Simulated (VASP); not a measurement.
A run of VASP 6.6.1 is set up as follows.

File POSCAR:

```
SnS2
1.0
    3.6607548065      0.0000000000      0.0000000000
   -1.8303774033      3.1703066595      0.0000000000
    0.0000000000      0.0000000000      5.9617808569
Sn S
1 2
Direct
    0.0000000000      0.0000000000      0.0000000000
    0.3333333333      0.6666666667      0.2455905360
    0.6666666667      0.3333333333      0.7544094640
```

File INCAR.step1:

```
ALGO = Normal
EDIFF = 1E-5
ENCUT = 550
GGA = PE
GGA_COMPAT = F
ISMEAR = 0
LASPH = T
LCHARG = F
LNONCOLLINEAR = T
LREAL = F
LSORBIT = T
LWAVE = T
MAGMOM = 0 0 0 0 0 0 0 0 0
NBANDS = 39
NELM = 200
PREC = Accurate
SIGMA = 0.01
```

INCAR.step2

```
ALGO = Normal
EDIFF = 1E-6
ENCUT = 550
GGA_COMPAT = F
ISIF = 2
ISMEAR = 0
ISTART = 1
LASPH = T
LCHARG = F
LMIXTAU = T
LNONCOLLINEAR = T
LORBIT = 11
LORBMOM = T
LREAL = F
LSORBIT = T
LWAVE = F
MAGMOM = 0 0 0 0 0 0 0 0 0
METAGGA = R2SCAN
NBANDS = 39
NELM = 200
PREC = Accurate
SIGMA = 0.01
```

The input KPOINTS:

```
k-points
0
Gamma
  12 12 4
```

Potentials or basis: VASP PAW PBE potentials, release 64 (Sn_d, S).

Command:

```bash
$ cat potpaw_PBE.64/Sn_d/POTCAR potpaw_PBE.64/S/POTCAR > POTCAR
$ cp INCAR.step1 INCAR
$ mpirun -np 1 vasp_ncl > vasp.out
$ cp INCAR.step2 INCAR
$ mpirun -np 1 vasp_ncl > vasp.out
```

**Question.** Estimate the largest force.

**Answer.** 0.038 eV/Å.

**Question.** What does it give for the pressure?

**Answer.** 0.8 GPa.

**Question.** Predict the net moment.

**Answer.** 0.00 μB per cell.

Forces in eV/Å, atoms in the order of the input:
```
Sn   0.000  0.000  0.000
S    0.000  0.000 -0.038
S    0.000  0.000  0.038
```

Caveat: the PAW data sets were made with another functional, which shifts forces and pressure a little.
